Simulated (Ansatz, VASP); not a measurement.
## InSb3: VASP beside Ansatz

```
In Sb
1.0
     4.72846   -0.16550   -0.16550
    -0.16550    4.72846   -0.16550
    -0.16550   -0.16550    4.72846
In Sb
1 3
Direct
  0.00000 0.00000 0.00000
  0.50000 0.00000 0.50000
  0.00000 0.50000 0.50000
  0.50000 0.50000 0.00000
```

Change from the starting cell: equal engineering shear yz, xz and xy -0.0700, equal normal strain along x, y and z +0.0000.

Alike in both runs: task single point; functional PBEsol; k mesh 8 × 8 × 8; occupations gaussian, width 0.15 eV; no spin polarisation.

|  | VASP | Ansatz |
| --- | --- | --- |
| version | VASP 6.6.1 | Ansatz 0.2.0 |
| potentials or method | VASP PAW PBE potentials, release 64 (In_d, Sb), cutoff 520 eV | scalar-relativistic, plane waves, PAW |
| valence electrons in the cell | 28 | 58 |

```tsv
	VASP	Ansatz	Ansatz less VASP
gap on the k mesh at the Fermi level (eV)	none	none	-
pressure (GPa)	0.6	0.6	-0.01
traceless stress, the component that is largest in VASP (GPa)	0.86	0.85	-0.009
```

VASP's potentials were made for PBE, not for PBEsol, and Ansatz warns of the same on its side. A gap of «none» marks a metal or a gap that the smearing closes. The functional is the same, so the differences come from potentials, cutoffs and numerics. VASP's potentials hold 28 valence electrons a cell and Ansatz's 58, so a difference there can come from the potentials and not from the codes.

Neither program's run includes spin-orbit coupling.
